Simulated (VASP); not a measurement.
# WS3 in VASP: single point with PBE+D3(BJ)

Aim: the single point of WS3 with PBE+D3(BJ).

Everything below comes from runs of VASP 6.6.1. Logs are shortened: lines on timing, memory, paths and dates and some standing lists are left out, and cuts for length are marked.

### 1 The cell of the first run

The cell holds a slab with vacuum, 4 atoms: a = 3.160 Å, b = 3.160 Å, c = 18.652 Å, α = 90.00°, β = 90.00°, γ = 120.00°.

### 2 Single point, PBE+D3(BJ), collinear spin

File INCAR:

```
SYSTEM = WS3
ALGO = Normal
DIPOL = 0.5 0.5 0.361
EDIFF = 1E-6
ENCUT = 520
GGA = PE
IDIPOL = 3
ISIF = 2
ISMEAR = 0
ISPIN = 2
IVDW = 12
LASPH = .True.
LCHARG = .True.
LDIPOL = .True.
LELF = .True.
LMAXMIX = 4
LORBIT = 11
LREAL = .False.
LVACPOTAV = .True.
LVHAR = .True.
LWAVE = .False.
MAGMOM = 0 0 2 0
NBANDS = 28
NELM = 150
PREC = Accurate
SIGMA = 0.05
```

File KPOINTS:

```
k-points
0
Gamma
  9 9 1
  0 0 0
```

File POSCAR:

```
WS3
1.0
    3.1595456682      0.0000000000      0.0000000000
   -1.5797728341      2.7362468131      0.0000000000
    0.0000000000      0.0000000000     18.6521287165
S W
3 1
Direct
    0.3333333333      0.6666666666      0.2144527341
    0.3333333333      0.6666666666      0.3834483895
    0.3333333333      1.1666666666      0.5453213117
    0.6666666667      0.3333333334      0.2989505578
```

Potentials or basis: VASP PAW PBE potentials, release 64 (S, W_sv).

Started as:

```bash
$ cat potpaw_PBE.64/S/POTCAR potpaw_PBE.64/W_sv/POTCAR > POTCAR
$ mpirun -np 1 vasp_std > vasp.out
```

OUTCAR:

```text
SYSTEM = WS3
   EDIFF = 1E-6
   ENCUT = 520
   GGA = PE
   ISIF = 2
   ISMEAR = 0
   ISPIN = 2
   IVDW = 12
   LASPH = .True.
   LORBIT = 11
   LREAL = .False.
   NELM = 150
   PREC = Accurate
 IVDW          = 12

 ion  position               nearest neighbor table
   1  0.333  0.667  0.214-   4 2.41   4 2.41   4 2.41
   2  0.333  0.667  0.383-   4 2.41   4 2.41   4 2.41
   3  0.333  0.167  0.545-
   4  0.667  0.333  0.299-   1 2.41   1 2.41   1 2.41   2 2.41   2 2.41   2 2.41

  LATTYP: Found a hexagonal cell.
 ALAT       =     3.1595456682
 C/A-ratio  =     5.9034211482

  Lattice vectors:

 A1 = (   3.1595456682,   0.0000000000,   0.0000000000)
 A2 = (  -1.5797728341,   2.7362468131,   0.0000000000)
 A3 = (   0.0000000000,   0.0000000000,  18.6521287165)

Analysis of symmetry for initial positions (statically):
=====================================================================
 Subroutine PRICEL returns:
 Original cell was already a primitive cell.

 Routine SETGRP: Setting up the symmetry group for a
 hexagonal supercell.

 Subroutine GETGRP returns: Found  2 space group operations
 (whereof  2 operations were pure point group operations)
 out of a pool of 24 trial point group operations.

The static configuration has the point symmetry C_1h.

Analysis of symmetry for dynamics (positions and initial velocities):
=====================================================================
 Subroutine PRICEL returns:
 Original cell was already a primitive cell.

 Routine SETGRP: Setting up the symmetry group for a
 hexagonal supercell.

 Subroutine GETGRP returns: Found  2 space group operations
 (whereof  2 operations were pure point group operations)
 out of a pool of 24 trial point group operations.

The dynamic configuration has the point symmetry C_1h.

Analysis of structural, dynamic, and magnetic symmetry:
=====================================================================
 Subroutine PRICEL returns:
 Original cell was already a primitive cell.

 Routine SETGRP: Setting up the symmetry group for a
 hexagonal supercell.

 Subroutine GETGRP returns: Found  2 space group operations
 (whereof  2 operations were pure point group operations)
 out of a pool of 24 trial point group operations.

The overall configuration has the point symmetry C_1h.

 Subroutine INISYM returns: Found  2 space group operations
 (whereof  2 operations are pure point group operations),
 and found     1 'primitive' translations

----------------------------------------------------------------------------------------

                                     Primitive cell

  volume of cell :     161.2532

  direct lattice vectors                    reciprocal lattice vectors
     3.159545668  0.000000000  0.000000000     0.316501201  0.182732054  0.000000000
    -1.579772834  2.736246813  0.000000000     0.000000000  0.365464108  0.000000000
     0.000000000  0.000000000 18.652128716     0.000000000  0.000000000  0.053613184

  length of vectors
     3.159545668  3.159545668 18.652128716     0.365464108  0.365464108  0.053613184

  position of ions in fractional coordinates (direct lattice)
     0.333333333  0.666666667  0.214452734
     0.333333333  0.666666667  0.383448390
     0.333333333  0.166666667  0.545321312
     0.666666667  0.333333333  0.298950558

  ion indices of the primitive-cell ions
   primitive index   ion index
                 1           1
                 2           2
                 3           3
                 4           4

----------------------------------------------------------------------------------------

 KPOINTS: k-points

Automatic generation of k-mesh.
 Grid dimensions read from file:
 generate k-points for:    9    9    1

 Generating k-lattice:

  Cartesian coordinates                     Fractional coordinates (reciprocal lattice)
     0.035166800  0.020303562  0.000000000     0.111111111  0.000000000  0.000000000
     0.000000000  0.040607123  0.000000000     0.000000000  0.111111111  0.000000000
     0.000000000  0.000000000  0.053613184     0.000000000  0.000000000  1.000000000

  Length of vectors
     0.040607123  0.040607123  0.053613184

  Shift w.r.t. Gamma in fractional coordinates (k-lattice)
     0.000000000  0.000000000  0.000000000

 Subroutine IBZKPT returns following result:
 ===========================================

 Found     25 irreducible k-points:

 Following reciprocal coordinates:
            Coordinates               Weight
  0.000000  0.000000  0.000000      1.000000
  0.111111  0.000000  0.000000      2.000000
  0.000000  0.111111  0.000000      4.000000
  0.222222 -0.000000  0.000000      2.000000
  0.000000  0.222222  0.000000      4.000000
  0.333333  0.000000  0.000000      2.000000
[... 16 lines left out ...]
 -0.222222 -0.444444  0.000000      4.000000
  0.444444  0.333333  0.000000      4.000000
   k-points           NKPTS =     25   k-points in BZ     NKDIM =     25   number of bands    NBANDS=     28
   number of dos      NEDOS =    301   number of ions     NIONS =      4
   total plane-waves  NPLWV =  80640
   dimension x,y,z NGX =    24 NGY =   24 NGZ =  140
   dimension x,y,z NGXF=    48 NGYF=   48 NGZF=  280
   ions per type =               3   1
   NGX,Y,Z   is equivalent  to a cutoff of  12.63, 12.63, 12.48 a.u.
   NGXF,Y,Z  is equivalent  to a cutoff of  25.26, 25.26, 24.96 a.u.
 SYSTEM =  WS3
   PREC   = accura    normal or accurate (medium, high low for compatibility)
   ISTART =      0    job   : 0-new  1-cont  2-samecut
   ICHARG =      2    charge: 1-file 2-atom 10-const
   ISPIN  =      2    spin polarized calculation?
   LNONCOLLINEAR =      F non collinear calculations
   LSORBIT =      F    spin-orbit coupling
   LASPH  =      T    aspherical Exc in radial PAW
   ENCUT  =  520.0 eV  38.22 Ry    6.18 a.u.   5.87  5.87 34.68*2*pi/ulx,y,z
   NELM   =    150;   NELMIN=  2; NELMDL= -5     # of ELM steps
   EDIFF  = 0.1E-05   stopping-criterion for ELM
   LREAL  =      F    real-space projection
   EDIFFG = 0.1E-04   stopping-criterion for IOM
   NSW    =      0    number of steps for IOM
   IBRION =     -1    ionic relax: 0-MD 1-quasi-New 2-CG
   NFREE  =      0    steps in history (QN), initial steepest desc. (CG)
   ISIF   =      2    stress and relaxation
   ISYM   =      2    0-nonsym 1-usesym 2-fastsym
   POTIM  = 0.5000    time-step for ionic-motion
   TEBEG  =    0.0;   TEEND  =   0.0 temperature during run
   PSTRESS=    0.0 pullay stress
   NELECT =      32.0000    total number of electrons
   NUPDOWN=      -1.0000    fix difference up-down
   EMIN   =  10.00;   EMAX   =-10.00  energy-range for DOS
   EFERMI =   0.00;   METHOD = LEGACY
   ISMEAR =     0;   SIGMA  =   0.05  broadening in eV -4-tet -1-fermi 0-gaus
   EFERMI_NEDOS =   21; number of points for ismear=-14 and -15
   IALGO  =     38    algorithm
   IMIX   =      4    mixing-type and parameters
     AMIX     =   0.40;   BMIX     =  1.00
     AMIX_MAG =   1.60;   BMIX_MAG =  1.00
  volume/ion in A,a.u.               =      40.31       272.05
  Fermi-wavevector in a.u.,A,eV,Ry     =   0.954894  1.804489 12.406112  0.911823
  Thomas-Fermi vector in A             =   2.083683
   LORBIT       =     11    0 simple, 1 ext, 2 COOP (PROOUT), +10 PAW based schemes
   GGA     = PE    functional components
   LHFCALC =     F    Hartree Fock is set to
   AEXX    =    0.0000 exact exchange contribution
   IVDW    =    12    specifies the selected vdW correction
   LEPSILON=     F    determine dielectric tensor
   LRPA    =     F    only Hartree local field effects (RPA)
 spin polarized calculation
 Gauss-broadening in eV      SIGMA  =   0.05
  energy-cutoff  :      520.00
  volume of cell :      161.25
 maximum number of plane-waves:      4372
   NGX = 11   NGY = 11   NGZ = 69

 dipolmoment           0.000000      0.000000     -0.100676 electrons x Angstroem

 number of electron      31.9999997 magnetization       0.7348096

 dipolmoment           0.000000      0.000000      0.057174 electrons x Angstroem

 Free energy of the ion-electron system (eV)
  ---------------------------------------------------
  ext. energy  EPLUGINS =         0.00000000
  ---------------------------------------------------
  free energy    TOTEN  =       -25.79111357 eV

  energy without entropy =      -25.78773168  energy(sigma->0) =      -25.78942262

 E-fermi :  -0.5833     XC(G=0):  -5.5700

 val. band max:       -0.5853065649   @ k =   0.0000   0.1111   0.0000
 cond. band min:      -0.5717193148   @ k =   0.0000   0.0000   0.0000
 fundamental gap:      0.0135872501
 Fermi energy:        -0.5833057563

 spin component 1

 k-point     1 :       0.0000    0.0000    0.0000
  band No.  band energies     occupation
      1     -74.7076      1.00000
      2     -38.9779      1.00000
      3     -38.7802      1.00000
      4     -38.7773      1.00000
      5     -15.5116      1.00000
      6     -13.9201      1.00000
[... 20 lines left out ...]
     27       8.5348      0.00000
     28       9.2747      0.00000

 k-point     2 :       0.1111    0.0000    0.0000
  band No.  band energies     occupation
      1     -74.7054      1.00000
      2     -38.9702      1.00000
      3     -38.8229      1.00000
      4     -38.7872      1.00000
      5     -15.3051      1.00000
      6     -13.8372      1.00000
[... 20 lines left out ...]
     27       8.8407      0.00000
     28       8.9940      0.00000

 k-point     3 :       0.0000    0.1111    0.0000
  band No.  band energies     occupation
      1     -74.7054      1.00000
      2     -38.9702      1.00000
      3     -38.8208      1.00000
      4     -38.7893      1.00000
      5     -15.3049      1.00000
      6     -13.8362      1.00000
[... 616 lines left out ...]
      3     -38.9482      1.00000
      4     -38.9075      1.00000
      5     -13.1533      1.00000
      6     -12.9959      1.00000
[... 20 lines left out ...]
     27       9.5907      0.00000
     28      10.1225      0.00000

 k-point    24 :       0.4444    0.3333    0.0000
  band No.  band energies     occupation
      1     -74.6878      1.00000
      2     -39.0815      1.00000
      3     -38.9472      1.00000
      4     -38.9075      1.00000
      5     -13.1547      1.00000
      6     -12.9980      1.00000
[... 20 lines left out ...]
     27       9.6074      0.00000
     28      10.1037      0.00000

 [... further k-points ...]

 spin component 2

 k-point     1 :       0.0000    0.0000    0.0000
  band No.  band energies     occupation
      1     -74.6926      1.00000
      2     -38.9489      1.00000
      3     -38.7636      1.00000
      4     -38.7626      1.00000
      5     -15.4983      1.00000
      6     -13.8900      1.00000
[... 20 lines left out ...]
     27       8.6083      0.00000
     28       9.4595      0.00000

 k-point     2 :       0.1111    0.0000    0.0000
  band No.  band energies     occupation
      1     -74.6904      1.00000
      2     -38.9412      1.00000
      3     -38.8063      1.00000
      4     -38.7725      1.00000
      5     -15.2917      1.00000
      6     -13.8101      1.00000
[... 20 lines left out ...]
     27       8.8995      0.00000
     28       9.0282      0.00000

 k-point     3 :       0.0000    0.1111    0.0000
  band No.  band energies     occupation
      1     -74.6904      1.00000
      2     -38.9412      1.00000
      3     -38.8056      1.00000
      4     -38.7733      1.00000
      5     -15.2916      1.00000
      6     -13.8095      1.00000
[... 616 lines left out ...]
      3     -38.9317      1.00000
      4     -38.8785      1.00000
      5     -13.1425      1.00000
      6     -12.9819      1.00000
[... 20 lines left out ...]
     27       9.7007      0.00000
     28      10.2619      0.00000

 k-point    24 :       0.4444    0.3333    0.0000
  band No.  band energies     occupation
      1     -74.6729      1.00000
      2     -39.0659      1.00000
      3     -38.9314      1.00000
      4     -38.8785      1.00000
      5     -13.1434      1.00000
      6     -12.9835      1.00000
[... 20 lines left out ...]
     27       9.6951      0.00000
     28      10.3073      0.00000

 [... further k-points ...]

------------------------ aborting loop because EDIFF is reached ----------------------------------------

 Edisp (eV)   -1.23773

 E8    (eV) :    -0.5320

  FORCE on cell =-STRESS in cart. coord.  units (eV):
  Direction    XX          YY          ZZ          XY          YZ          ZX
  --------------------------------------------------------------------------------------
  -------------------------------------------------------------------------------------
  Total      -2.97407    -2.83419    -0.17874    -0.12114    -0.03737    -0.06472
  in kB     -29.54973   -28.15995    -1.77595    -1.20358    -0.37126    -0.64304
  external pressure =      -19.83 kB  Pullay stress =        0.00 kB

 VOLUME and BASIS-vectors are now :
 -----------------------------------------------------------------------------
  energy-cutoff  :      520.00
  volume of cell :      161.25
      direct lattice vectors                 reciprocal lattice vectors
     3.159545668  0.000000000  0.000000000     0.316501201  0.182732054  0.000000000
    -1.579772834  2.736246813  0.000000000     0.000000000  0.365464108  0.000000000
     0.000000000  0.000000000 18.652128716     0.000000000  0.000000000  0.053613184

 POSITION                                       TOTAL-FORCE (eV/Angst)
 -----------------------------------------------------------------------------------
     -0.00000      1.82416      4.00000         0.005313      0.003068     -0.004581
     -0.00000      1.82416      7.15213         0.008772      0.005065     -0.086752
      0.78989      0.45604     10.17140        -0.015259     -0.008810      0.002052
      1.57977      0.91208      5.57606         0.001173      0.000677      0.089281
 -----------------------------------------------------------------------------------
    total drift:                                0.000016      0.000009     -0.000145

  FREE ENERGIE OF THE ION-ELECTRON SYSTEM (eV)
  ---------------------------------------------------
  free  energy   TOTEN  =       -27.0288457347 eV

  energy  without entropy=      -27.0254638376  energy(sigma->0) =      -27.02715479

 vacuum level on the upper side and lower side of the slab         6.153         4.960

 total charge

# of ion       s       p       d       tot
------------------------------------------
    1        1.358   2.366   0.000   3.724
    2        1.368   2.344   0.000   3.711
    3        1.418   2.019   0.000   3.437
    4        2.321   6.330   3.375  12.025
--------------------------------------------------
tot          6.465  13.058   3.375  22.898

 magnetization (x)

# of ion       s       p       d       tot
------------------------------------------
    1        0.000   0.001   0.000   0.001
    2        0.003   0.014   0.000   0.017
    3        0.013   0.405   0.000   0.418
    4        0.001   0.001   0.031   0.034
--------------------------------------------------
tot          0.017   0.421   0.031   0.469
```

Wall time 9.1 min (1 thread of Intel Xeon 8259CL, shared host); peak memory 0.44 GiB.

Results:

* Free energy: -27.0288 eV
* Largest force: 0.089 eV/Å
* Net moment: 0.73 μB per cell
* Site moments: S +0.00, +0.02, +0.42; W +0.03 μB
* Valence electrons inside the program's atomic spheres: S 3.72, 3.71, 3.44; W 12.03
* Dispersion energy per atom: -0.309 eV

Forces in eV/Å, atoms in the order of the input:
```
S    0.005  0.003 -0.005
S    0.009  0.005 -0.087
S   -0.015 -0.009  0.002
W    0.001  0.001  0.089
```

Caveat: a moment this small can come from the mesh or the smearing; spin-orbit coupling is left out, which moves the levels of the heavy elements.
